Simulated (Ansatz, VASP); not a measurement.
**One calculation of TaN, two programs**

File INCAR:

```
  PREC = Accurate
  ENCUT = 520
  EDIFF = 1E-8
  ISMEAR = -1
  SIGMA = 0.02
  LREAL = False
  LASPH = True
  NELM = 120
  ALGO = Normal
  ISIF = 2
  LWAVE = False
  LCHARG = False
  GGA = PS
  LEFG = True
  NBANDS = 16
  GGA_COMPAT = False
```

KPOINTS

```
regular mesh
0
Gamma
  9 9 9
```

File POSCAR:

```
TaN
1.0
    0.0000000000      2.1790000000      2.2007900000
    2.1790000000      0.0000000000      2.2007900000
    2.1790000000      2.1790000000      0.0000000000
Ta N
1 1
Direct
    0.5000000000      0.5000000000      0.5000000000
    0.0000000000      0.0000000000      0.0000000000
```

Input for Ansatz:

```yaml
crystal:
  lattice:
    - [0.0, 2.179, 2.20079]
    - [2.179, 0.0, 2.20079]
    - [2.179, 2.179, 0.0]
  atoms:
    - { symbol: Ta, position: [0.5, 0.5, 0.5] }
    - { symbol: "N", position: [0.0, 0.0, 0.0] }
kpoints:
  mp_grid: { grid: [9, 9, 9] }
scf:
  occupations: { method: fermi_dirac, width: 0.02 }
hamiltonian:
  xc: pbesol
  pseudopotentials: { kind: paw }
output:
  forces: true
  stress: true
  eigenvalues: true
  efg: { contact_densities: true }
```

Change from the starting cell: zz strain of +1 %, PAW files.

Alike in both runs: task electric field gradients; functional PBEsol; k mesh 9 × 9 × 9; occupations fermi-dirac, width 0.02 eV; no spin polarisation.

|  | VASP | Ansatz |
| --- | --- | --- |
| version | VASP 6.6.1 | Ansatz 0.2.0 |
| potentials or method | VASP PAW PBE potentials, release 64 (Ta_sv_GW, N) | PAW with Ansatz's default frozen-core files, scalar-relativistic |
| plane-wave cutoff (eV) | 520 | 420 |
| valence electrons in the cell | 18 | 18 |

```tsv
	VASP	Ansatz	Ansatz less VASP
pressure (GPa)	0.6	0.8	+0.21
traceless stress, the component that is largest in VASP (GPa)	-5.21	-5.20	+0.012
size of Vzz on the site where it differs most (V/Å²)	49.9	50.3	+0.42
```

VASP's potentials were made for PBE, not for PBEsol.

Neither program's run includes spin-orbit coupling.
